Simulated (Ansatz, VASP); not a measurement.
CsCl: VASP beside Ansatz

```xyz
2
Lattice="4.1407 0.0000 0.0000 0.0000 4.1407 0.0000 0.0000 0.0000 4.1407" Properties=species:S:1:pos:R:3 pbc="T T T"
Cs    0.0000    0.0000    0.0000
Cl    2.0703    2.0703    2.0703
```

Alike in both runs: task single point; functional HSE06; k mesh 4 × 4 × 4; no spin polarisation.

|  | VASP | Ansatz |
| --- | --- | --- |
| version | VASP 6.6.1 | Ansatz 0.2.0 |
| potentials or method | VASP PAW PBE potentials, release 64 (Cs_sv, Cl) | plane waves, PAW |
| plane-wave cutoff (eV) | 400 | 420 |
| occupations | gaussian, width 0.01 eV | fixed |
| valence electrons in the cell | 16 | 16 |

```tsv
	VASP	Ansatz	Ansatz less VASP
gap on the k mesh at the Fermi level (eV)	6.51	6.53	+0.013
pressure (GPa)	0.4	0.4	+0.03
```

Ansatz's warnings: stress exchange threshold loose, stress scf threshold loose.

Neither program's run includes spin-orbit coupling.
